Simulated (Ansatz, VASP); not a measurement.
# MnHg in VASP and in Ansatz

The input INCAR:

```
SYSTEM = MnHg
PREC = Accurate ; ENCUT = 520
EDIFF = 1E-6 ; ISMEAR = 0
SIGMA = 0.1 ; LREAL = .FALSE.
LASPH = .TRUE. ; NELM = 150
ALGO = Fast ; ISIF = 2
LWAVE = .FALSE. ; LCHARG = .TRUE.
ISPIN = 2 ; MAGMOM = 0.5 0
LORBIT = 11 ; LMAXMIX = 4
GGA = PE ; LELF = .TRUE.
LVHAR = .TRUE. ; NBANDS = 24
```

Contents of KPOINTS:

```
regular mesh
0
G
  12 12 12
  0 0 0
```

File POSCAR:

```
MnHg
1.0
    3.2880000000      0.0000000000      0.0000000000
    0.0000000000      3.2880000000      0.0000000000
    0.0000000000      0.0000000000      3.3130000000
Mn Hg
1 1
Direct
    0.5000000000      0.5000000000      0.5000000000
    0.0000000000      0.0000000000      0.0000000000
```

Input for Ansatz:

```yaml
crystal:
  lattice:
    - [3.288, 0.0, 0.0]
    - [0.0, 3.288, 0.0]
    - [0.0, 0.0, 3.313]
  atoms:
    - { symbol: Mn, position: [0.5, 0.5, 0.5], spin: 0.5 }
    - { symbol: Hg, position: [0.0, 0.0, 0.0] }
basis:
  ecutwfc: 420
kpoints:
  mp_grid: { grid: [12, 12, 12] }
hamiltonian:
  xc: pbe
scf:
  occupations: { method: gaussian, width: 0.1 }
  lower_state_search: "off"
output:
  forces: true
  stress: true
  eigenvalues: true
  populations: true
magnetization:
  spin_polarized: true
```

Alike in both runs: task single point; functional PBE; k mesh 12 × 12 × 12; occupations gaussian, width 0.1 eV; collinear spin.

```csv
,VASP,Ansatz
version,VASP 6.6.1,Ansatz 0.2.0
potentials or method,"VASP PAW PBE potentials, release 64 (Mn_pv, Hg), cutoff 520 eV","scalar-relativistic, plane waves, PAW"
valence electrons in the cell,25,35
```

|  | VASP | Ansatz | Ansatz less VASP |
| --- | --- | --- | --- |
| gap on the k mesh at the Fermi level (eV) | none | none | - |
| pressure (GPa) | 2.4 | 2.0 | -0.38 |
| traceless stress, the component that is largest in VASP (GPa) | -0.13 | -0.12 | +0.008 |
| net moment per atom (μB) | 1.95 | 1.94 | -0.004 |
| size of the moment on the site where the two differ most (μB) | 3.81 | 3.85 | +0.044 |

Site moments also hang on the region over which each program counts them. A gap of «none» marks a metal or a gap that the smearing closes. VASP's potentials hold 25 valence electrons a cell and Ansatz's 35, so a difference there can come from the potentials and not from the codes.

Spin-orbit coupling is off throughout.
